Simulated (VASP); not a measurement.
NaF, 2 atoms in the cell. The structure is cubic, space group Fm-3m (No. 225). Conventional cell: a = 4.649 Å, b = 4.649 Å, c = 4.649 Å, α = 90.00°, β = 90.00°, γ = 90.00°. Within 3.1 Å of Na (site symmetry m-3m) lie 6 F at 2.32 Å. F (site symmetry m-3m) has 6 Na at 2.32 Å within 3.1 Å. 

- Program: VASP 6.6.1
- Task: single point
- Functional: PBE
- Potentials or basis: VASP PAW PBE potentials, release 64 (Na_pv, F)
- Cutoff: 600 eV
- k mesh: 3 × 3 × 3
- Occupations: gaussian, width 0.01 eV
- Spin: no spin polarisation
- Dipole correction: no
- Further INCAR settings: ALGO = Normal; EDIFF = 1e-06; NBANDS = 14

Potentials or basis: VASP PAW PBE potentials, release 64 (Na_pv, F).

The run is started by

```bash
$ cat potpaw_PBE.64/Na_pv/POTCAR potpaw_PBE.64/F/POTCAR > POTCAR
$ mpirun -np 1 vasp_std > vasp.out
```

Hardware: 1 thread of Intel Xeon 8259CL, with other jobs on the host.

Q: Estimate the wall time of this run.

A: Run time: 6.9 s on 1 thread of Intel Xeon 8259CL (shared host), peak memory 0.14 GiB. Counts: scf iterations 12, k points 4.
